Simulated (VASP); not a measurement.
# Mg (P6_3/mmc) in VASP: a series of runs

Runs on Mg. Level: PBE. Tasks: single point.

Program: VASP 6.6.1. These are calculated values, not measurements. Logs are shortened: lines on timing, memory, paths and dates and some standing lists are left out, and cuts for length are marked.

## (1) The cell of the first run

Symmetry: P6_3/mmc, No. 194, hexagonal system. Conventional cell: a = 3.121 Å, b = 3.121 Å, c = 5.007 Å, α = 90.00°, β = 90.00°, γ = 120.00°. Mg (site symmetry -6m2) has 12 Mg at 3.08 to 3.12 Å within 4.1 Å.

## (2) Single point, PBE (volume scaled by 0.92)

The input, INCAR:

```
SYSTEM = Mg
PREC = Accurate ; ENCUT = 520
EDIFF = 1E-6 ; ISMEAR = -1
SIGMA = 0.1 ; LREAL = .False.
LASPH = .True. ; NELM = 100
ALGO = Normal ; ISIF = 2
LWAVE = .False. ; LCHARG = .False.
GGA = PE ; NBANDS = 9
```

The input, KPOINTS:

```
regular mesh
0
Gamma
  15 15 8
  0 0 0
```

The input, POSCAR:

```
Mg
1.0
    3.1205049492      0.0000000000      0.0000000000
   -1.5602524746      2.7024365586      0.0000000000
    0.0000000000      0.0000000000      5.0072976900
Mg
2
Direct
    0.3333333333      0.6666666667      0.2500000000
    0.6666666667      0.3333333333      0.7500000000
```

Potentials or basis: VASP PAW PBE potentials, release 64 (Mg).

Run with:

```
$ cat potpaw_PBE.64/Mg/POTCAR > POTCAR
$ mpirun -np 1 vasp_std > vasp.out
```

OUTCAR:

```text
SYSTEM = Mg
   PREC = Accurate
   ENCUT = 520
   EDIFF = 1E-6
   ISMEAR = -1
   LREAL = .False.
   LASPH = .True.
   NELM = 100
   ISIF = 2
   GGA = PE

 ion  position               nearest neighbor table
   1  0.333  0.667  0.250-   2 3.08   2 3.08   2 3.08   2 3.08   2 3.08   2 3.08
   2  0.667  0.333  0.750-   1 3.08   1 3.08   1 3.08   1 3.08   1 3.08   1 3.08

  LATTYP: Found a hexagonal cell.
 ALAT       =     3.1205049492
 C/A-ratio  =     1.6046434060

  Lattice vectors:

 A1 = (   3.1205049492,   0.0000000000,   0.0000000000)
 A2 = (  -1.5602524746,   2.7024365586,   0.0000000000)
 A3 = (   0.0000000000,   0.0000000000,   5.0072976900)

Analysis of symmetry for initial positions (statically):
=====================================================================
 Subroutine PRICEL returns:
 Original cell was already a primitive cell.

 Routine SETGRP: Setting up the symmetry group for a
 hexagonal supercell.

 Subroutine GETGRP returns: Found 24 space group operations
 (whereof 12 operations were pure point group operations)
 out of a pool of 24 trial point group operations.

The static configuration has the point symmetry D_3d.
 The point group associated with its full space group is D_6h.

Analysis of symmetry for dynamics (positions and initial velocities):
=====================================================================
 Subroutine PRICEL returns:
 Original cell was already a primitive cell.

 Routine SETGRP: Setting up the symmetry group for a
 hexagonal supercell.

 Subroutine GETGRP returns: Found 24 space group operations
 (whereof 12 operations were pure point group operations)
 out of a pool of 24 trial point group operations.

The dynamic configuration has the point symmetry D_3d.
 The point group associated with its full space group is D_6h.

 Subroutine INISYM returns: Found 24 space group operations
 (whereof 12 operations are pure point group operations),
 and found     1 'primitive' translations

----------------------------------------------------------------------------------------

                                     Primitive cell

  volume of cell :      42.2264

  direct lattice vectors                    reciprocal lattice vectors
     3.120504949  0.000000000  0.000000000     0.320460956  0.185018219  0.000000000
    -1.560252475  2.702436559  0.000000000     0.000000000  0.370036439  0.000000000
     0.000000000  0.000000000  5.007297690     0.000000000  0.000000000  0.199708518

  length of vectors
     3.120504949  3.120504949  5.007297690     0.370036439  0.370036439  0.199708518

  position of ions in fractional coordinates (direct lattice)
     0.333333333  0.666666667  0.250000000
     0.666666667  0.333333333  0.750000000

  ion indices of the primitive-cell ions
   primitive index   ion index
                 1           1
                 2           2

----------------------------------------------------------------------------------------

 KPOINTS: regular mesh

Automatic generation of k-mesh.
 Grid dimensions read from file:
 generate k-points for:   15   15    8

 Generating k-lattice:

  Cartesian coordinates                     Fractional coordinates (reciprocal lattice)
     0.021364064  0.012334548  0.000000000     0.066666667  0.000000000  0.000000000
     0.000000000  0.024669096  0.000000000     0.000000000  0.066666667  0.000000000
     0.000000000  0.000000000  0.024963565     0.000000000  0.000000000  0.125000000

  Length of vectors
     0.024669096  0.024669096  0.024963565

  Shift w.r.t. Gamma in fractional coordinates (k-lattice)
     0.000000000  0.000000000  0.000000000

 Subroutine IBZKPT returns following result:
 ===========================================

 Found    135 irreducible k-points:

 Following reciprocal coordinates:
            Coordinates               Weight
  0.000000  0.000000  0.000000      1.000000
  0.066667  0.000000  0.000000      6.000000
  0.133333  0.000000  0.000000      6.000000
  0.200000  0.000000  0.000000      6.000000
  0.266667  0.000000  0.000000      6.000000
  0.333333  0.000000  0.000000      6.000000
[... 16 lines left out ...]
  0.333333  0.200000  0.000000     12.000000
  0.400000  0.200000  0.000000      6.000000
 [... further k-points ...]
   k-points           NKPTS =    135   k-points in BZ     NKDIM =    135   number of bands    NBANDS=      9
   number of dos      NEDOS =    301   number of ions     NIONS =      2
   total plane-waves  NPLWV =  23040
   dimension x,y,z NGX =    24 NGY =   24 NGZ =   40
   dimension x,y,z NGXF=    48 NGYF=   48 NGZF=   80
   ions per type =               2
   NGX,Y,Z   is equivalent  to a cutoff of  12.79, 12.79, 13.28 a.u.
   NGXF,Y,Z  is equivalent  to a cutoff of  25.57, 25.57, 26.56 a.u.
 SYSTEM =  Mg
   PREC   = accura    normal or accurate (medium, high low for compatibility)
   ISTART =      0    job   : 0-new  1-cont  2-samecut
   ICHARG =      2    charge: 1-file 2-atom 10-const
   ISPIN  =      1    spin polarized calculation?
   LNONCOLLINEAR =      F non collinear calculations
   LSORBIT =      F    spin-orbit coupling
   LASPH  =      T    aspherical Exc in radial PAW
   ENCUT  =  520.0 eV  38.22 Ry    6.18 a.u.   5.80  5.80  9.31*2*pi/ulx,y,z
   NELM   =    100;   NELMIN=  2; NELMDL= -5     # of ELM steps
   EDIFF  = 0.1E-05   stopping-criterion for ELM
   LREAL  =      F    real-space projection
   EDIFFG = 0.1E-04   stopping-criterion for IOM
   NSW    =      0    number of steps for IOM
   IBRION =     -1    ionic relax: 0-MD 1-quasi-New 2-CG
   NFREE  =      0    steps in history (QN), initial steepest desc. (CG)
   ISIF   =      2    stress and relaxation
   ISYM   =      2    0-nonsym 1-usesym 2-fastsym
   POTIM  = 0.5000    time-step for ionic-motion
   TEBEG  =    0.0;   TEEND  =   0.0 temperature during run
   PSTRESS=    0.0 pullay stress
   NELECT =       4.0000    total number of electrons
   NUPDOWN=      -1.0000    fix difference up-down
   EMIN   =  10.00;   EMAX   =-10.00  energy-range for DOS
   EFERMI =   0.00;   METHOD = LEGACY
   ISMEAR =    -1;   SIGMA  =   0.10  broadening in eV -4-tet -1-fermi 0-gaus
   EFERMI_NEDOS =   21; number of points for ismear=-14 and -15
   IALGO  =     38    algorithm
   IMIX   =      4    mixing-type and parameters
     AMIX     =   0.40;   BMIX     =  1.00
     AMIX_MAG =   1.60;   BMIX_MAG =  1.00
  volume/ion in A,a.u.               =      21.11       142.48
  Fermi-wavevector in a.u.,A,eV,Ry     =   0.746277  1.410260  7.577490  0.556930
  Thomas-Fermi vector in A             =   1.842061
   LORBIT       =      0    0 simple, 1 ext, 2 COOP (PROOUT), +10 PAW based schemes
   GGA     = PE    functional components
   LHFCALC =     F    Hartree Fock is set to
   AEXX    =    0.0000 exact exchange contribution
   IVDW    =     0    specifies the selected vdW correction
   LEPSILON=     F    determine dielectric tensor
   LRPA    =     F    only Hartree local field effects (RPA)
 non-spin polarized calculation
  energy-cutoff  :      520.00
  volume of cell :       42.23
 maximum number of plane-waves:      1158
 NGX is ok and might be reduce to    24
   NGX = 11   NGY = 11   NGZ = 19

 number of electron       4.0000000 magnetization

 Free energy of the ion-electron system (eV)
  ---------------------------------------------------
  ext. energy  EPLUGINS =         0.00000000
  ---------------------------------------------------
  free energy    TOTEN  =        -2.99142580 eV

  energy without entropy =       -2.96629483  energy(sigma->0) =       -2.97886032

 E-fermi :   3.0830     XC(G=0):  -8.7537

 val. band max:        3.0755038584   @ k =   0.2667   0.0667   0.0000
 cond. band min:       3.0890092084   @ k =   0.3333   0.1333   0.0000
 fundamental gap:      0.0135053499
 Fermi energy:         3.0830386209

 k-point     1 :       0.0000    0.0000    0.0000
  band No.  band energies     occupation
      1      -4.2146      2.00000
      2       1.3288      2.00000
      3       1.9608      1.99997
      4      14.3888      0.00000
      5      14.3888      0.00000
      6      14.6502      0.00000
      7      14.6502      0.00000
      8      15.4650      0.00000
      9      17.1727      0.00000

 k-point     2 :       0.0667    0.0000    0.0000
  band No.  band energies     occupation
      1      -4.1227      2.00000
      2       1.4118      2.00000
      3       2.0491      1.99994
      4      12.6154      0.00000
      5      13.4632      0.00000
      6      14.2854      0.00000
      7      15.6939      0.00000
      8      16.3417      0.00000
      9      17.4698      0.00000

 k-point     3 :       0.1333    0.0000    0.0000
  band No.  band energies     occupation
      1      -3.8477      2.00000
      2       1.6608      2.00000
      3       2.3116      1.99911
      4      10.4924      0.00000
      5      12.5626      0.00000
      6      13.2688      0.00000
      7      15.4206      0.00000
      8      16.2871      0.00000
      9      16.8075      0.00000

 k-point     4 :       0.2000    0.0000    0.0000
  band No.  band energies     occupation
      1      -3.3913      2.00000
      2       2.0764      1.99992
      3       2.7382      1.93836
      4       8.4628      0.00000
      5      11.8100      0.00000
      6      12.1957      0.00000
      7      13.3842      0.00000
      8      15.0440      0.00000
      9      16.4607      0.00000

 k-point     5 :       0.2667    0.0000    0.0000
  band No.  band energies     occupation
      1      -2.7563      2.00000
      2       2.6589      1.97164
      3       3.2955      0.21343
      4       6.6002      0.00000
      5      11.0864      0.00000
      6      11.2084      0.00000
      7      11.4707      0.00000
      8      13.8155      0.00000
      9      15.7727      0.00000

 k-point     6 :       0.3333    0.0000    0.0000
  band No.  band energies     occupation
      1      -1.9467      2.00000
      2       3.4091      0.07392
      3       3.7337      0.00298
      4       5.1594      0.00000
      5       9.7103      0.00000
      6       9.9063      0.00000
      7      10.7579      0.00000
      8      12.8806      0.00000
      9      15.2499      0.00000
[... 169 lines left out ...]
 k-point    21 :       0.2000    0.2000    0.0000
  band No.  band energies     occupation
      1      -1.7678      2.00000
      2       3.5759      0.01437
      3       4.0441      0.00013
      4       5.9236      0.00000
      5       6.7216      0.00000
      6      10.8585      0.00000
      7      11.4696      0.00000
      8      11.9026      0.00000
      9      12.9602      0.00000

 k-point    22 :       0.2667    0.2000    0.0000
  band No.  band energies     occupation
      1      -0.8793      2.00000
      2       3.9935      0.00022
      3       4.4106      0.00000
      4       5.0105      0.00000
      5       6.3933      0.00000
      6       9.4210      0.00000
      7      10.7055      0.00000
      8      10.8020      0.00000
      9      12.3002      0.00000

 k-point    23 :       0.3333    0.2000    0.0000
  band No.  band energies     occupation
      1       0.1734      2.00000
      2       2.7162      1.95023
      3       5.0100      0.00000
      4       5.4110      0.00000
      5       6.7624      0.00000
      6       7.9401      0.00000
      7       9.4885      0.00000
      8      10.5171      0.00000
      9      11.9996      0.00000

 k-point    24 :       0.4000    0.2000    0.0000
  band No.  band energies     occupation
      1       1.3393      2.00000
      2       1.4226      2.00000
      3       5.0106      0.00000
      4       6.4420      0.00000
      5       6.7443      0.00000
      6       7.1921      0.00000
      7       8.8190      0.00000
      8      10.4264      0.00000
      9      11.9063      0.00000

 [... further k-points ...]

------------------------ aborting loop because EDIFF is reached ----------------------------------------

  FORCE on cell =-STRESS in cart. coord.  units (eV):
  Direction    XX          YY          ZZ          XY          YZ          ZX
  --------------------------------------------------------------------------------------
  -------------------------------------------------------------------------------------
  Total        0.9073618      0.9073618      0.9130230     -0.0000000      0.0000000      0.0000000
  in kB       34.4276438     34.4276438     34.6424407     -0.0000000      0.0000000      0.0000000
  external PRESSURE =      34.4992428 kB  Pullay stress =       0.0000000 kB

 VOLUME and BASIS-vectors are now :
 -----------------------------------------------------------------------------
  energy-cutoff  :      520.00
  volume of cell :       42.23
      direct lattice vectors                 reciprocal lattice vectors
     3.120504949  0.000000000  0.000000000     0.320460956  0.185018219  0.000000000
    -1.560252475  2.702436559  0.000000000     0.000000000  0.370036439  0.000000000
     0.000000000  0.000000000  5.007297690     0.000000000  0.000000000  0.199708518

 POSITION                                       TOTAL-FORCE (eV/Angst)
 -----------------------------------------------------------------------------------
     -0.00000      1.80162      1.25182        -0.000000      0.000000      0.000000
      1.56025      0.90081      3.75547         0.000000     -0.000000      0.000000
 -----------------------------------------------------------------------------------
    total drift:                                0.000000     -0.000000      0.000000

  FREE ENERGIE OF THE ION-ELECTRON SYSTEM (eV)
  ---------------------------------------------------
  free  energy   TOTEN  =        -2.9914258024 eV

  energy  without entropy=       -2.9662948331  energy(sigma->0) =       -2.97886032
```

Wall time 13 s (1 thread of Intel Xeon Platinum 8559C (Emerald Rapids), shared host); peak memory 0.19 GiB.

What came out:

```yaml
Free_energy: -2.9914 eV
Pressure: 3.4 GPa
Band_gap_on_the_k_mesh: zero (band 2 reaches 3.99 eV, above the bottom of band 3 at 1.96 eV)
```

Levels at points of the mesh, in eV from the Fermi level:
```csv
k point,band 1,band 2,band 3,band 4,band 5,band 6
"(0.00, 0.00, 0.00)",-7.30,-1.75,-1.12,11.31,11.31,11.57
"(0.00, 0.00, 0.50)",-5.80,-5.80,5.48,5.48,12.07,12.07
```

(Part 1 of 2 ends here.)
